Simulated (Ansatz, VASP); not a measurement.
# Two plane-wave programs on Sc

Contents of INCAR:

```
SYSTEM = Sc
PREC     = Accurate       ! precision mode
ENCUT    = 600            ! plane-wave cutoff, eV
EDIFF    = 1E-6           ! SCF threshold, eV
ISMEAR   = -1             ! smearing method
SIGMA    = 0.05           ! smearing width, eV
LREAL    = .False.        ! projectors in reciprocal space
LASPH    = .True.         ! aspherical terms in the spheres
NELM     = 60             ! most SCF steps
ALGO     = Normal         ! electronic algorithm
ISIF     = 3              ! what is computed and relaxed
LWAVE    = .False.        ! write WAVECAR
LCHARG   = .False.        ! write CHGCAR
IBRION   = 2              ! ionic algorithm
NSW      = 60             ! ionic steps
EDIFFG   = -0.005         ! ionic threshold
```

Contents of KPOINTS:

```
Automatic mesh
0
Gamma
  17 17 17
  0 0 0
```

The input POSCAR:

```
Sc
1.0
   -1.7807359243      1.7807359243      1.7807359243
    1.7807359243     -1.7807359243      1.7807359243
    1.7807359243      1.7807359243     -1.7807359243
Sc
1
Direct
    0.0000000000      0.0000000000      0.0000000000
```

Input for Ansatz:

```yaml
crystal:
  lattice:
    - [-1.7807359243, 1.7807359243, 1.7807359243]
    - [1.7807359243, -1.7807359243, 1.7807359243]
    - [1.7807359243, 1.7807359243, -1.7807359243]
  atoms:
    - { symbol: Sc, position: [0.0, 0.0, 0.0] }
kpoints:
  mp_grid: { grid: [17, 17, 17] }
scf:
  occupations: { method: fermi_dirac, width: 0.05 }
hamiltonian:
  xc: lda
  pseudopotentials: { kind: paw }
output:
  forces: true
  stress: true
relax:
  f_tol: 0.005
  max_steps: 40
  cell: {}
```

Alike in both runs: task relaxation of cell and atoms; functional LDA; k mesh 17 × 17 × 17; occupations fermi-dirac, width 0.05 eV; no spin polarisation.

```csv
,VASP,Ansatz
version,VASP 6.6.1,Ansatz 0.2.0
potentials or method,"VASP PAW LDA potentials, release 64 (Sc_sv)","PAW with Ansatz's default frozen-core files, scalar-relativistic"
plane-wave cutoff (eV),600,420
valence electrons in the cell,11,11
```

Ansatz gave:

| Property | Result |
| --- | --- |
| relaxed volume (Å³/atom) | 22.69 |
| relaxed length of the cell vector where the two differ most in proportion (Å) | 3.089 |

**Question.** What did VASP give for the same quantities?

**Answer.** Relaxed volume (Å³/atom): 22.74; relaxed length of the cell vector where the two differ most in proportion (Å): 3.091.

LDA's correlation is that of Perdew and Zunger in VASP and of Perdew and Wang (1992) in Ansatz.
